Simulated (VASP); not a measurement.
# GaN (zincblende type) (F-43m) in VASP: density of states with PBEsol

Aim: the density of states of GaN (zincblende type) with PBEsol.

Everything below comes from runs of VASP 6.6.1. Logs are shortened: lines on timing, memory, paths and dates and some standing lists are left out, and cuts for length are marked.

### 1 The cell of the first run

Symmetry: F-43m, No. 216, cubic system. Conventional cell: a = 4.498 Å, b = 4.498 Å, c = 4.498 Å, α = 90.00°, β = 90.00°, γ = 90.00°. Ga (site symmetry -43m) has 4 N at 1.95 Å within 2.6 Å. N (site symmetry -43m) has 4 Ga at 1.95 Å within 2.6 Å.

### 2 Density of states, PBEsol

Input file POSCAR:

```
GaN
1.0
    0.0000000000      2.2488587555      2.2488587555
    2.2488587555      0.0000000000      2.2488587555
    2.2488587555      2.2488587555      0.0000000000
Ga N
1 1
Direct
    0.0000000000      0.0000000000      0.0000000000
    0.2500000000      0.2500000000      0.2500000000
```

Input file INCAR.step1:

```
PREC = Accurate ; ENCUT = 520
EDIFF = 1E-7 ; ISMEAR = -1
SIGMA = 0.08 ; LREAL = False
LASPH = True ; NELM = 100
ALGO = Normal ; ISIF = 2
LWAVE = False ; LCHARG = True
GGA = PS ; NBANDS = 16
```

Input file KPOINTS.step1:

```
Automatic mesh
0
Gamma
  15 15 15
```

Input file INCAR.step2:

```
PREC = Accurate ; ENCUT = 520
EDIFF = 1E-7 ; ISMEAR = -5
SIGMA = 0.08 ; LREAL = False
LASPH = True ; NELM = 100
ALGO = Normal ; ISIF = 2
LWAVE = False ; LCHARG = False
GGA = PS ; LORBIT = 10
NBANDS = 16 ; NEDOS = 2001
ICHARG = 11
```

Input file KPOINTS.step2:

```
Automatic mesh
0
Gamma
  23 23 23
```

Potentials or basis: VASP PAW PBE potentials, release 64 (Ga_d, N).

Started as:

```
cat potpaw_PBE.64/Ga_d/POTCAR potpaw_PBE.64/N/POTCAR > POTCAR
cp INCAR.step1 INCAR
cp KPOINTS.step1 KPOINTS
mpirun -np 1 vasp_std > vasp.out
cp INCAR.step2 INCAR
cp KPOINTS.step2 KPOINTS
mpirun -np 1 vasp_std > vasp.out
```

OUTCAR:

```text
PREC = Accurate
   ENCUT = 520
   EDIFF = 1E-7
   ISMEAR = -5
   LREAL = False
   LASPH = True
   NELM = 100
   ISIF = 2
   GGA = PS
   LORBIT = 10
   ICHARG = 11

 ion  position               nearest neighbor table
   1  0.000  0.000  0.000-   2 1.95   2 1.95   2 1.95   2 1.95
   2  0.250  0.250  0.250-   1 1.95   1 1.95   1 1.95   1 1.95

  LATTYP: Found a face centered cubic cell.
 ALAT       =     4.4977175110

  Lattice vectors:

 A1 = (   0.0000000000,   2.2488587555,   2.2488587555)
 A2 = (   2.2488587555,   0.0000000000,   2.2488587555)
 A3 = (   2.2488587555,   2.2488587555,   0.0000000000)

Analysis of symmetry for initial positions (statically):
=====================================================================
 Subroutine PRICEL returns:
 Original cell was already a primitive cell.

 Routine SETGRP: Setting up the symmetry group for a
 face centered cubic supercell.

 Subroutine GETGRP returns: Found 24 space group operations
 (whereof 24 operations were pure point group operations)
 out of a pool of 48 trial point group operations.

The static configuration has the point symmetry T_d .

Analysis of symmetry for dynamics (positions and initial velocities):
=====================================================================
 Subroutine PRICEL returns:
 Original cell was already a primitive cell.

 Routine SETGRP: Setting up the symmetry group for a
 face centered cubic supercell.

 Subroutine GETGRP returns: Found 24 space group operations
 (whereof 24 operations were pure point group operations)
 out of a pool of 48 trial point group operations.

The dynamic configuration has the point symmetry T_d .

 Subroutine INISYM returns: Found 24 space group operations
 (whereof 24 operations are pure point group operations),
 and found     1 'primitive' translations

----------------------------------------------------------------------------------------

                                     Primitive cell

  volume of cell :      22.7466

  direct lattice vectors                    reciprocal lattice vectors
     0.000000000  2.248858756  2.248858756    -0.222334995  0.222334995  0.222334995
     2.248858756  0.000000000  2.248858756     0.222334995 -0.222334995  0.222334995
     2.248858756  2.248858756  0.000000000     0.222334995  0.222334995 -0.222334995

  length of vectors
     3.180366552  3.180366552  3.180366552     0.385095508  0.385095508  0.385095508

  position of ions in fractional coordinates (direct lattice)
     0.000000000  0.000000000  0.000000000
     0.250000000  0.250000000  0.250000000

  ion indices of the primitive-cell ions
   primitive index   ion index
                 1           1
                 2           2

----------------------------------------------------------------------------------------

 KPOINTS: Automatic mesh

Automatic generation of k-mesh.
 Grid dimensions read from file:
 generate k-points for:   23   23   23

 Generating k-lattice:

  Cartesian coordinates                     Fractional coordinates (reciprocal lattice)
    -0.009666739  0.009666739  0.009666739     0.043478261  0.000000000  0.000000000
     0.009666739 -0.009666739  0.009666739     0.000000000  0.043478261  0.000000000
     0.009666739  0.009666739 -0.009666739     0.000000000  0.000000000  0.043478261

  Length of vectors
     0.016743283  0.016743283  0.016743283

  Shift w.r.t. Gamma in fractional coordinates (k-lattice)
     0.000000000  0.000000000  0.000000000

 TETIRR: Found   1662 inequivalent tetrahedra from    73002

 Subroutine IBZKPT returns following result:
 ===========================================

 Found    364 irreducible k-points:

 Following reciprocal coordinates:
            Coordinates               Weight
  0.000000  0.000000  0.000000      1.000000
  0.043478  0.000000  0.000000      8.000000
  0.086957  0.000000  0.000000      8.000000
  0.130435  0.000000  0.000000      8.000000
  0.173913  0.000000  0.000000      8.000000
  0.217391  0.000000  0.000000      8.000000
[... 16 lines left out ...]
  0.478261  0.043478  0.000000     24.000000
 -0.478261  0.043478  0.000000     24.000000
 [... further k-points ...]
   k-points           NKPTS =    364   k-points in BZ     NKDIM =    364   number of bands    NBANDS=     16
   number of dos      NEDOS =   2001   number of ions     NIONS =      2
   total plane-waves  NPLWV =  13824
   dimension x,y,z NGX =    24 NGY =   24 NGZ =   24
   dimension x,y,z NGXF=    48 NGYF=   48 NGZF=   48
   ions per type =               1   1
   NGX,Y,Z   is equivalent  to a cutoff of  12.55, 12.55, 12.55 a.u.
   NGXF,Y,Z  is equivalent  to a cutoff of  25.09, 25.09, 25.09 a.u.
 SYSTEM =  unknown system
   PREC   = accura    normal or accurate (medium, high low for compatibility)
   ISTART =      0    job   : 0-new  1-cont  2-samecut
   ICHARG =     11    charge: 1-file 2-atom 10-const
   ISPIN  =      1    spin polarized calculation?
   LNONCOLLINEAR =      F non collinear calculations
   LSORBIT =      F    spin-orbit coupling
   LASPH  =      T    aspherical Exc in radial PAW
   ENCUT  =  520.0 eV  38.22 Ry    6.18 a.u.   5.91  5.91  5.91*2*pi/ulx,y,z
   NELM   =    100;   NELMIN=  2; NELMDL=  0     # of ELM steps
   EDIFF  = 0.1E-06   stopping-criterion for ELM
   LREAL  =      F    real-space projection
   EDIFFG = 0.1E-05   stopping-criterion for IOM
   NSW    =      0    number of steps for IOM
   IBRION =     -1    ionic relax: 0-MD 1-quasi-New 2-CG
   NFREE  =      0    steps in history (QN), initial steepest desc. (CG)
   ISIF   =      2    stress and relaxation
   ISYM   =      2    0-nonsym 1-usesym 2-fastsym
   POTIM  = 0.5000    time-step for ionic-motion
   TEBEG  =    0.0;   TEEND  =   0.0 temperature during run
   PSTRESS=    0.0 pullay stress
   NELECT =      18.0000    total number of electrons
   NUPDOWN=      -1.0000    fix difference up-down
   EMIN   =  10.00;   EMAX   =-10.00  energy-range for DOS
   EFERMI =   0.00;   METHOD = LEGACY
   ISMEAR =    -5;   SIGMA  =   0.08  broadening in eV -4-tet -1-fermi 0-gaus
   EFERMI_NEDOS =   21; number of points for ismear=-14 and -15
   IALGO  =     38    algorithm
   IMIX   =      4    mixing-type and parameters
     AMIX     =   0.40;   BMIX     =  1.00
     AMIX_MAG =   1.60;   BMIX_MAG =  1.00
  volume/ion in A,a.u.               =      11.37        76.75
  Fermi-wavevector in a.u.,A,eV,Ry     =   1.514236  2.861491 31.196932  2.292910
  Thomas-Fermi vector in A             =   2.623920
   LORBIT       =     10    0 simple, 1 ext, 2 COOP (PROOUT), +10 PAW based schemes
   GGA     = PS    functional components
   LHFCALC =     F    Hartree Fock is set to
   AEXX    =    0.0000 exact exchange contribution
   IVDW    =     0    specifies the selected vdW correction
   LEPSILON=     F    determine dielectric tensor
   LRPA    =     F    only Hartree local field effects (RPA)
 non-spin polarized calculation
 Fermi weights with tetrahedron method with Bloechl corrections
  energy-cutoff  :      520.00
  volume of cell :       22.75
 maximum number of plane-waves:       628

 number of electron      18.0000009 magnetization

 Free energy of the ion-electron system (eV)
  ---------------------------------------------------
  ext. energy  EPLUGINS =         0.00000000
  ---------------------------------------------------
  free energy    TOTEN  =       -13.12706555 eV

  energy without entropy =      -13.12706555  energy(sigma->0) =      -13.12706555

 E-fermi :   5.2306     XC(G=0): -11.9352

 val. band max:        5.2141220465   @ k =   0.0000   0.0000   0.0000
 cond. band min:       6.9390283902   @ k =   0.0000   0.0000   0.0000
 fundamental gap:      1.7249063437
 Fermi energy:         5.2305657785

 k-point     1 :       0.0000    0.0000    0.0000
  band No.  band energies     occupation
      1     -10.7691      2.00000
      2      -8.1928      2.00000
      3      -8.1928      2.00000
      4      -8.1928      2.00000
      5      -7.8576      2.00000
      6      -7.8576      2.00000
[... 8 lines left out ...]
     15      23.9570      0.00000
     16      23.9570      0.00000

 k-point     2 :       0.0435    0.0000    0.0000
  band No.  band energies     occupation
      1     -10.7469      2.00000
      2      -8.1900      2.00000
      3      -8.1900      2.00000
      4      -8.1864      2.00000
      5      -7.8579      2.00000
      6      -7.8579      2.00000
[... 8 lines left out ...]
     15      23.5023      0.00000
     16      23.5027      0.00000

 k-point     3 :       0.0870    0.0000    0.0000
  band No.  band energies     occupation
      1     -10.6820      2.00000
      2      -8.1820      2.00000
      3      -8.1820      2.00000
      4      -8.1655      2.00000
      5      -7.8587      2.00000
      6      -7.8587      2.00000
[... 8 lines left out ...]
     15      22.8528      0.00000
     16      22.8528      0.00000

 k-point     4 :       0.1304    0.0000    0.0000
  band No.  band energies     occupation
      1     -10.5799      2.00000
      2      -8.1698      2.00000
      3      -8.1698      2.00000
      4      -8.1252      2.00000
      5      -7.8594      2.00000
      6      -7.8594      2.00000
[... 8 lines left out ...]
     15      22.3269      0.00000
     16      22.3269      0.00000

 k-point     5 :       0.1739    0.0000    0.0000
  band No.  band energies     occupation
      1     -10.4504      2.00000
      2      -8.1552      2.00000
      3      -8.1552      2.00000
      4      -8.0569      2.00000
      5      -7.8591      2.00000
      6      -7.8591      2.00000
[... 8 lines left out ...]
     15      21.9966      0.00000
     16      21.9966      0.00000

 k-point     6 :       0.2174    0.0000    0.0000
  band No.  band energies     occupation
      1     -10.3070      2.00000
      2      -8.1400      2.00000
      3      -8.1400      2.00000
      4      -7.9499      2.00000
      5      -7.8567      2.00000
      6      -7.8567      2.00000
[... 8 lines left out ...]
     15      21.9037      0.00000
     16      21.9037      0.00000

 k-point     7 :       0.2609    0.0000    0.0000
  band No.  band energies     occupation
      1     -10.1656      2.00000
      2      -8.1264      2.00000
      3      -8.1264      2.00000
      4      -7.8515      2.00000
      5      -7.8515      2.00000
      6      -7.7932      2.00000
[... 8 lines left out ...]
     15      22.0625      0.00000
     16      22.0625      0.00000

 k-point     8 :       0.3043    0.0000    0.0000
  band No.  band energies     occupation
      1     -10.0410      2.00000
      2      -8.1158      2.00000
      3      -8.1158      2.00000
      4      -7.8435      2.00000
      5      -7.8435      2.00000
      6      -7.5814      2.00000
[... 8 lines left out ...]
     15      22.4512      0.00000
     16      22.4512      0.00000

 k-point     9 :       0.3478    0.0000    0.0000
  band No.  band energies     occupation
      1      -9.9426      2.00000
      2      -8.1086      2.00000
      3      -8.1086      2.00000
      4      -7.8335      2.00000
      5      -7.8335      2.00000
      6      -7.3218      2.00000
[... 8 lines left out ...]
     15      23.0162      0.00000
     16      23.0162      0.00000
[... 172 lines left out ...]
 k-point    19 :       0.3043    0.0435    0.0000
  band No.  band energies     occupation
      1     -10.0691      2.00000
      2      -8.1201      2.00000
      3      -8.1125      2.00000
      4      -7.8641      2.00000
      5      -7.8371      2.00000
      6      -7.6396      2.00000
[... 8 lines left out ...]
     15      21.9419      0.00000
     16      22.9954      0.00000

 k-point    20 :       0.3478    0.0435    0.0000
  band No.  band energies     occupation
      1      -9.9633      2.00000
      2      -8.1115      2.00000
      3      -8.1047      2.00000
      4      -7.8519      2.00000
      5      -7.8283      2.00000
      6      -7.3952      2.00000
[... 8 lines left out ...]
     15      22.3294      0.00000
     16      23.4625      0.00000

 k-point    21 :       0.3913    0.0435    0.0000
  band No.  band energies     occupation
      1      -9.8856      2.00000
      2      -8.1062      2.00000
      3      -8.1001      2.00000
      4      -7.8394      2.00000
      5      -7.8196      2.00000
      6      -7.1175      2.00000
[... 8 lines left out ...]
     15      22.9424      0.00000
     16      24.0306      0.00000

 k-point    22 :       0.4348    0.0435    0.0000
  band No.  band energies     occupation
      1      -9.8350      2.00000
      2      -8.1032      2.00000
      3      -8.0978      2.00000
      4      -7.8278      2.00000
      5      -7.8129      2.00000
      6      -6.8493      2.00000
[... 8 lines left out ...]
     15      23.6367      0.00000
     16      24.5730      0.00000

 k-point    23 :       0.4783    0.0435    0.0000
  band No.  band energies     occupation
      1      -9.8079      2.00000
      2      -8.1017      2.00000
      3      -8.0972      2.00000
      4      -7.8190      2.00000
      5      -7.8099      2.00000
      6      -6.6543      2.00000
[... 8 lines left out ...]
     15      24.2722      0.00000
     16      24.8799      0.00000

 k-point    24 :      -0.4783    0.0435    0.0000
  band No.  band energies     occupation
      1      -9.8013      2.00000
      2      -8.1011      2.00000
      3      -8.0974      2.00000
      4      -7.8144      2.00000
      5      -7.8114      2.00000
      6      -6.5991      2.00000
[... 8 lines left out ...]
     15      24.6693      0.00000
     16      24.7338      0.00000

 [... further k-points ...]
[... 5 lines left out ...]
  --------------------------------------------------------------------------------------
  -------------------------------------------------------------------------------------
  Total       -0.0383196     -0.0383196     -0.0383196     -0.0000000      0.0000000      0.0000000
  in kB       -2.6990728     -2.6990728     -2.6990728     -0.0000000      0.0000000      0.0000000
  external PRESSURE =      -2.6990728 kB  Pullay stress =       0.0000000 kB

 VOLUME and BASIS-vectors are now :
 -----------------------------------------------------------------------------
  energy-cutoff  :      520.00
  volume of cell :       22.75
      direct lattice vectors                 reciprocal lattice vectors
     0.000000000  2.248858756  2.248858756    -0.222334995  0.222334995  0.222334995
     2.248858756  0.000000000  2.248858756     0.222334995 -0.222334995  0.222334995
     2.248858756  2.248858756  0.000000000     0.222334995  0.222334995 -0.222334995

 POSITION                                       TOTAL-FORCE (eV/Angst)
 -----------------------------------------------------------------------------------
      0.00000      0.00000      0.00000         0.000000      0.000000      0.000000
      1.12443      1.12443      1.12443        -0.000000     -0.000000     -0.000000
 -----------------------------------------------------------------------------------
    total drift:                                0.000001      0.000001      0.000001

  FREE ENERGIE OF THE ION-ELECTRON SYSTEM (eV)
  ---------------------------------------------------
  free  energy   TOTEN  =       -13.1270655458 eV

  energy  without entropy=      -13.1270655458  energy(sigma->0) =      -13.12706555

 total charge

# of ion       s       p       d       tot
------------------------------------------
    1        0.793   0.912  10.183  11.888
    2        1.217   2.507   0.000   3.725
--------------------------------------------------
tot          2.011   3.420  10.183  15.613
```

Wall time 2.4 min (1 thread of Intel Xeon 6975P-C, shared host); peak memory 0.24 GiB.

Results:

```yaml
Valence_electrons_inside_the_program's_atomic_spheres: Ga 11.89; N 3.73
```

Caveat: the PAW data sets were made with another functional, which shifts forces and pressure a little.
